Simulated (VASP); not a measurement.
# PtS2 (P1) in VASP: further runs, part 2 of 2

VASP 6.6.1. The steps go on from the part before.

**4. Single point, r2SCAN**

Contents of POSCAR:

```
PtS2
1.0
    3.5432000000      0.0000000000      0.0000000000
   -1.7716000000      3.0685010000      0.0000000000
    0.0000000000      0.0000000000      5.0388000000
Pt S
1 2
Direct
   -0.0031880755     -0.0186285991     -0.0108869375
    0.3341150141      0.6417781379      0.2335627289
    0.6613807678      0.3127494157      0.7459192396
```

Contents of INCAR.step1:

```
PREC = Accurate
ENCUT = 520
ISMEAR = -1
SIGMA = 0.1
LREAL = F
LASPH = T
NELM = 100
NBANDS = 18
GGA = PE
ALGO = Normal
EDIFF = 1E-4
LWAVE = T
LCHARG = F
```

Contents of INCAR.step2:

```
PREC = Accurate
ENCUT = 520
EDIFF = 1E-7
ISMEAR = -1
SIGMA = 0.1
LREAL = F
LASPH = T
NELM = 100
ALGO = Normal
ISIF = 2
LWAVE = F
LCHARG = F
METAGGA = R2SCAN
LMIXTAU = T
NBANDS = 18
ISTART = 1
```

Contents of KPOINTS:

```
Automatic mesh
0
Gamma
  6 6 4
```

Potentials or basis: VASP PAW PBE potentials, release 64 (Pt, S).

Launch:

```console
> cat potpaw_PBE.64/Pt/POTCAR potpaw_PBE.64/S/POTCAR > POTCAR
> cp INCAR.step1 INCAR
> mpirun -np 1 vasp_std > vasp.out
> cp INCAR.step2 INCAR
> mpirun -np 1 vasp_std > vasp.out
```

OUTCAR:

```text
PREC = Accurate
   ENCUT = 520
   EDIFF = 1E-7
   ISMEAR = -1
   LREAL = F
   LASPH = T
   NELM = 100
   ISIF = 2
   METAGGA = R2SCAN
   ISTART = 1

 ion  position               nearest neighbor table
   1  0.997  0.981  0.989-   2 2.37   2 2.38   3 2.38   3 2.38   3 2.39   2 2.41
   2  0.334  0.642  0.234-   1 2.37   1 2.38   1 2.41
   3  0.661  0.313  0.746-   1 2.38   1 2.38   1 2.39

  LATTYP: Found a hexagonal cell.
 ALAT       =     3.5432000000
 C/A-ratio  =     1.4221043125

[... 696 lines left out ...]

  FORCE on cell =-STRESS in cart. coord.  units (eV):
  Direction    XX          YY          ZZ          XY          YZ          ZX
  --------------------------------------------------------------------------------------
  -------------------------------------------------------------------------------------
  Total        0.7786805      0.9321834      0.6560602      0.1688729      0.1523646     -0.3354835
  in kB       22.7730313     27.2623247     19.1869189      4.9388009      4.4560034     -9.8114380
  external PRESSURE =      23.0740916 kB  Pullay stress =       0.0000000 kB

 VOLUME and BASIS-vectors are now :
 -----------------------------------------------------------------------------
  energy-cutoff  :      520.00
  volume of cell :       54.78
      direct lattice vectors                 reciprocal lattice vectors
     3.543200000  0.000000000  0.000000000     0.282230752  0.162946012  0.000000000
    -1.771600000  3.068501000  0.000000000     0.000000000  0.325892023  0.000000000
     0.000000000  0.000000000  5.038800000     0.000000000  0.000000000  0.198459951

 POSITION                                       TOTAL-FORCE (eV/Angst)
 -----------------------------------------------------------------------------------
      1.79331      3.01134      4.98394         0.173289     -0.214326      0.051595
      0.04686      1.96930      1.17688        -0.243102      0.178102     -0.079031
      1.78934      0.95967      3.75854         0.069813      0.036223      0.027436
 -----------------------------------------------------------------------------------
    total drift:                                0.000021     -0.000019     -0.000107

  FREE ENERGIE OF THE ION-ELECTRON SYSTEM (eV)
  ---------------------------------------------------
  free  energy   TOTEN  =       -68.8291260270 eV

  energy  without entropy=      -68.8272463780  energy(sigma->0) =      -68.82818620
```

It took 4 min on 1 thread of AMD EPYC 9R14 (Zen 4), shared host; peak memory 0.19 GiB.

What came out:

```
Free energy            : -68.8291 eV
Pressure               : 2.3 GPa
Largest force          : 0.312 eV/Å
Band gap on the k mesh : 0.81 eV, indirect (least direct gap 1.51 eV)
```

Forces on the atoms (eV/Å):
```
Pt   0.173 -0.214  0.052
S   -0.243  0.178 -0.079
S    0.070  0.036  0.027
```

Levels at points of the mesh, in eV from the valence-band top:
```csv
k point,band 9,band 10,band 11,band 12,band 13,band 14
"(0.00, 0.00, 0.00)",-1.22,-1.13,0.00,2.07,2.17,5.02
"(0.50, 0.00, 0.00)",-3.34,-3.22,-2.59,1.61,2.67,5.77
"(0.00, 0.50, 0.00)",-3.33,-3.21,-2.59,1.60,2.68,5.78
"(0.50, 0.50, 0.00)",-3.33,-3.17,-2.61,1.51,2.74,5.83
"(0.00, 0.00, 0.50)",-1.48,-1.45,-1.19,2.71,2.78,5.98
"(0.50, 0.00, 0.50)",-2.98,-2.85,-1.54,1.70,2.36,5.49
"(0.00, 0.50, 0.50)",-2.96,-2.86,-1.53,1.70,2.36,5.48
"(0.50, 0.50, 0.50)",-2.93,-2.88,-1.47,1.77,2.35,5.39
```

Caveat: the PAW data sets were made with another functional, which shifts forces and pressure a little; spin-orbit coupling is left out, which moves the levels of the heavy elements. A k mesh can miss the band edges.

**5. Single point, r2SCAN**

Contents of POSCAR:

```
PtS2
1.0
    3.5432000000      0.0000000000      0.0000000000
   -1.7716000000      3.0685010000      0.0000000000
    0.0000000000      0.0000000000      5.0388000000
Pt S
1 2
Direct
   -0.0020708106     -0.0248561819     -0.0100432163
    0.3289542141      0.6475715624      0.2331316349
    0.6654243172      0.3131834492      0.7455065595
```

Contents of INCAR.step1:

```
  ALGO = Normal
  EDIFF = 1E-4
  ENCUT = 520
  GGA = PE
  ISMEAR = -1
  LASPH = True
  LCHARG = False
  LREAL = False
  LWAVE = True
  NBANDS = 18
  NELM = 100
  PREC = Accurate
  SIGMA = 0.1
```

Contents of INCAR.step2:

```
  ALGO = Normal
  EDIFF = 1E-6
  ENCUT = 520
  ISIF = 2
  ISMEAR = -1
  ISTART = 1
  LASPH = True
  LCHARG = False
  LMIXTAU = True
  LREAL = False
  LWAVE = False
  METAGGA = R2SCAN
  NBANDS = 18
  NELM = 100
  PREC = Accurate
  SIGMA = 0.1
```

Contents of KPOINTS:

```
k-points
0
Gamma
  6 6 4
```

Launch:

```console
> cat potpaw_PBE.64/Pt/POTCAR potpaw_PBE.64/S/POTCAR > POTCAR
> cp INCAR.step1 INCAR
> mpirun -np 1 vasp_std > vasp.out
> cp INCAR.step2 INCAR
> mpirun -np 1 vasp_std > vasp.out
```

Run time: 3.6 min. Hardware: 1 thread of AMD EPYC 9R14 (Zen 4), shared host; peak memory 0.19 GiB.

Results (log left out):

| Item | Value |
| --- | --- |
| Free energy | -68.8302 eV |
| Pressure | 2.3 GPa |
| Largest force | 0.355 eV/Å |
| Band gap on the k mesh | 0.83 eV, indirect (least direct gap 1.54 eV) |

Forces on the atoms (eV/Å):
```
Pt  -0.210  0.279 -0.066
S    0.181 -0.158 -0.022
S    0.029 -0.121  0.087
```

Stress tensor (GPa, compression positive):
```
 2.56 -0.24  0.48
-0.24  2.44 -0.11
 0.48 -0.11  1.91
```

Levels at points of the mesh, in eV from the valence-band top:
| k point | band 9 | band 10 | band 11 | band 12 | band 13 | band 14 |
| --- | --- | --- | --- | --- | --- | --- |
| (0.00, 0.00, 0.00) | -1.19 | -1.16 | 0.00 | 2.10 | 2.14 | 5.02 |
| (0.50, 0.00, 0.00) | -3.33 | -3.20 | -2.60 | 1.56 | 2.71 | 5.80 |
| (0.00, 0.50, 0.00) | -3.32 | -3.20 | -2.60 | 1.57 | 2.70 | 5.79 |
| (0.50, 0.50, 0.00) | -3.33 | -3.22 | -2.59 | 1.60 | 2.68 | 5.77 |
| (0.00, 0.00, 0.50) | -1.47 | -1.45 | -1.19 | 2.73 | 2.76 | 5.98 |
| (0.50, 0.00, 0.50) | -2.99 | -2.83 | -1.50 | 1.73 | 2.35 | 5.44 |
| (0.00, 0.50, 0.50) | -2.96 | -2.86 | -1.51 | 1.73 | 2.36 | 5.45 |
| (0.50, 0.50, 0.50) | -2.95 | -2.87 | -1.53 | 1.71 | 2.36 | 5.48 |

Caveat: the PAW data sets were made with another functional, which shifts forces and pressure a little; spin-orbit coupling is left out, which moves the levels of the heavy elements. A k mesh can miss the band edges.
